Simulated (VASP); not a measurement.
Set up this calculation in VASP 6.6.1, as the native input.

* Task: molecular dynamics
* Functional: PBE
* Potentials or basis: VASP PAW PBE potentials, release 64 (Li_sv)
* Cutoff: 550 eV
* k mesh: 2 × 2 × 2
* Occupations: fermi-dirac, width 0.11 eV
* Spin: no spin polarisation
* Dipole correction: no
* Further INCAR settings: PREC = Normal; ALGO = Normal; EDIFF = 1e-05; NBANDS = 38; ISYM = 0; MAXMIX = 40; IBRION = 0; POTIM = 1.0; NSW = 30

The structure of Li lies in POSCAR:

```
Li
1.0
    7.2053150000      0.0000000000      0.0000000000
    0.0000000000      7.2053150000      0.0000000000
    0.0000000000      0.0000000000      7.2053150000
Li
16
Direct
    0.0000000000      0.0000000000      0.0000000000
    0.5000000000      0.0000000000      0.0000000000
    0.0000000000      0.5000000000      0.0000000000
    0.0000000000      0.0000000000      0.5000000000
    0.2500000000      0.2500000000      0.2500000000
    0.5000000000      0.5000000000      0.0000000000
    0.5000000000      0.0000000000      0.5000000000
    0.7500000000      0.2500000000      0.2500000000
    0.0000000000      0.5000000000      0.5000000000
    0.2500000000      0.7500000000      0.2500000000
    0.2500000000      0.2500000000      0.7500000000
    0.5000000000      0.5000000000      0.5000000000
    0.7500000000      0.7500000000      0.2500000000
    0.7500000000      0.2500000000      0.7500000000
    0.2500000000      0.7500000000      0.7500000000
    0.7500000000      0.7500000000      0.7500000000
```

The input as run:

INCAR

```
SYSTEM = Li
ALGO     = Normal         ! electronic algorithm
EDIFF    = 1E-5           ! SCF threshold, eV
ENCUT    = 550            ! plane-wave cutoff, eV
GGA      = PE             ! functional
GGA_COMPAT= .False.      
IBRION   = 0              ! ionic algorithm
ISIF     = 2              ! what is computed and relaxed
ISMEAR   = -1             ! smearing method
ISYM     = 0            
LANGEVIN_GAMMA= 20           
LASPH    = .True.         ! aspherical terms in the spheres
LCHARG   = .False.        ! write CHGCAR
LREAL    = .False.        ! projectors in reciprocal space
LWAVE    = .False.        ! write WAVECAR
MAXMIX   = 40           
MDALGO   = 3            
NBANDS   = 38             ! bands
NELM     = 120            ! most SCF steps
NELMIN   = 4            
NSW      = 30             ! ionic steps
POTIM    = 1.0            ! step
PREC     = Normal         ! precision mode
RANDOM_SEED= 98428 0 0    
SIGMA    = 0.11           ! smearing width, eV
TEBEG    = 1300.0       
TEEND    = 1300.0
```

KPOINTS

```
k-points
0
Gamma
  2 2 2
  0 0 0
```

Potentials or basis: VASP PAW PBE potentials, release 64 (Li_sv).

The run is started by

```console
$ cat potpaw_PBE.64/Li_sv/POTCAR > POTCAR
$ mpirun -np 1 vasp_std > vasp.out
```

It took 11 min on 1 thread of Intel(R) Xeon(R) 6975P-C (Granite Rapids) (shared host), peak memory 0.44 GiB.
